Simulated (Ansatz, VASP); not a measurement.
Ta3N: VASP beside Ansatz

Contents of INCAR:

```
ALGO     = Normal         # electronic algorithm
EDIFF    = 1E-7           # SCF threshold, eV
EDIFFG   = -0.04          # ionic threshold
ENCUT    = 600            # plane-wave cutoff, eV
GGA      = PE             # functional
IBRION   = 2              # ionic algorithm
ISIF     = 3              # what is computed and relaxed
ISMEAR   = 0              # smearing method
LASPH    = True           # aspherical terms in the spheres
LCHARG   = False          # write CHGCAR
LREAL    = False          # projectors in reciprocal space
LWAVE    = False          # write WAVECAR
NELM     = 60             # most SCF steps
NSW      = 90             # ionic steps
PREC     = Accurate       # precision mode
SIGMA    = 0.1            # smearing width, eV
```

File KPOINTS:

```
k-points
0
Gamma
  6 6 6
```

The input POSCAR:

```
Ta3N
1.0
    5.3356437882      0.0000000000      0.0000000000
   -2.6678218941      4.6208030662      0.0000000000
    0.0000000000      0.0000000000      2.9223652142
Ta N
3 1
Direct
    0.6384299545      0.0000000000      0.5000000000
    0.0000000000      0.6384299545      0.5000000000
    0.3615700455      0.3615700455      0.5000000000
    0.0000000000      0.0000000000      0.5000000000
```

Input for Ansatz:

```yaml
crystal:
  lattice:
    - [5.3356437882, 0.0, 0.0]
    - [-2.6678218941, 4.6208030662, 0.0]
    - [0.0, 0.0, 2.9223652142]
  atoms:
    - { symbol: Ta, position: [0.6384299545, 0.0, 0.5] }
    - { symbol: Ta, position: [0.0, 0.6384299545, 0.5] }
    - { symbol: Ta, position: [0.3615700455, 0.3615700455, 0.5] }
    - { symbol: "N", position: [0.0, 0.0, 0.5] }
basis:
  ecutwfc: 420
kpoints:
  mp_grid: { grid: [6, 6, 6] }
hamiltonian:
  xc: pbe
scf:
  occupations: { method: gaussian, width: 0.1 }
  lower_state_search: "off"
output:
  forces: true
  stress: true
  eigenvalues: true
relax:
  adjacent_minimum: "off"
  f_tol: 0.04
  max_steps: 70
  cell: { stress_tol: 0.4 }
```

Alike in both runs: task relaxation of cell and atoms; functional PBE; k mesh 6 × 6 × 6; occupations gaussian, width 0.1 eV; no spin polarisation.

|  | VASP | Ansatz |
| --- | --- | --- |
| version | VASP 6.6.1 | Ansatz 0.2.0 |
| potentials or method | VASP PAW PBE potentials, release 64 (Ta_pv, N), cutoff 600 eV | scalar-relativistic, plane waves, PAW |
| valence electrons in the cell | 38 | 44 |

VASP gave:

- gap on the k mesh at the Fermi level, each at its own relaxed structure (eV): none
- relaxed volume (Å³/atom): 17.77
- relaxed cell length with the largest relative difference (Å): 5.379

Problem. What did Ansatz give for the same quantities?

Solution. gap on the k mesh at the Fermi level, each at its own relaxed structure (eV): none; relaxed volume (Å³/atom): 17.76; relaxed cell length with the largest relative difference (Å): 5.377.

A gap of «none» marks a metal or a gap that the smearing closes. VASP's potentials hold 38 valence electrons a cell and Ansatz's 44, so a difference there can come from the potentials and not from the codes.

Neither program's run includes spin-orbit coupling.
